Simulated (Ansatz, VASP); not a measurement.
**Two plane-wave programs on C**

File INCAR:

```
SYSTEM = C
PREC = Accurate
ENCUT = 600
EDIFF = 1E-6
ISMEAR = -1
SIGMA = 0.05
LREAL = .FALSE.
LASPH = .TRUE.
NELM = 120
ALGO = Normal
ISIF = 2
LWAVE = .FALSE.
LCHARG = .FALSE.
GGA = VW
NBANDS = 11
GGA_COMPAT = .FALSE.
```

Contents of KPOINTS:

```
regular mesh
0
G
  13 13 13
  0 0 0
```

The input POSCAR:

```
C
1.0
    0.0000000000      1.7833700000      1.7833700000
    1.7833700000      0.0000000000      1.7833700000
    1.7833700000      1.7833700000      0.0000000000
C
2
Direct
    0.7500000000      0.7500000000      0.7500000000
    0.5000000000      0.5000000000      0.5000000000
```

The input input.yaml:

```yaml
crystal:
  lattice:
    - [0.0, 1.78337, 1.78337]
    - [1.78337, 0.0, 1.78337]
    - [1.78337, 1.78337, 0.0]
  atoms:
    - { symbol: C, position: [0.75, 0.75, 0.75] }
    - { symbol: C, position: [0.5, 0.5, 0.5] }
hamiltonian:
  xc: { exchange: slater, correlation: vwn5 }
  pseudopotentials: { kind: paw }
kpoints:
  mp_grid: { grid: [13, 13, 13] }
  band_path:
    path:
      - [[0.0, 0.0, 0.0], [0.5, 0.0, 0.5], [0.5, 0.25, 0.75], [0.375, 0.375, 0.75], [0.0, 0.0, 0.0], [0.5, 0.5, 0.5], [0.625, 0.25, 0.625], [0.5, 0.25, 0.75], [0.5, 0.5, 0.5], [0.375, 0.375, 0.75]]
      - [[0.625, 0.25, 0.625], [0.5, 0.0, 0.5]]
    npoints: 14
scf:
  occupations: { method: fermi_dirac, width: 0.05 }
  n_extra_bands: 6
output:
  forces: true
  stress: true
  eigenvalues: true
  fatbands: false
  write_density: true
  write_potential: true
  elf: true
  volumetric_format: npy
```

Alike in both runs: functional SVWN5; k mesh 13 × 13 × 13; occupations fermi-dirac, width 0.05 eV; no spin polarisation.

|  | VASP | Ansatz |
| --- | --- | --- |
| version | VASP 6.6.1 | Ansatz 0.2.0 |
| potentials or method | VASP PAW PBE potentials, release 64 (C) | Ansatz PAW |
| plane-wave cutoff (eV) | 600 | 420 |
| valence electrons in the cell | 8 | 8 |
| task | single point | band structure |

Ansatz gave:

| Item | Value |
| --- | --- |
| gap on the k mesh at the Fermi level (eV) | 4.12 |
| least direct gap on the mesh (eV) | 5.54 |
| pressure (GPa) | -13.4 |

Estimate VASP's values.

gap on the k mesh at the Fermi level (eV): 4.12; least direct gap on the mesh (eV): 5.55; pressure (GPa): -12.3.

VASP's potentials were made for PBE, not for SVWN5.

Noted on Ansatz's run: Pulay correction over one GPa.
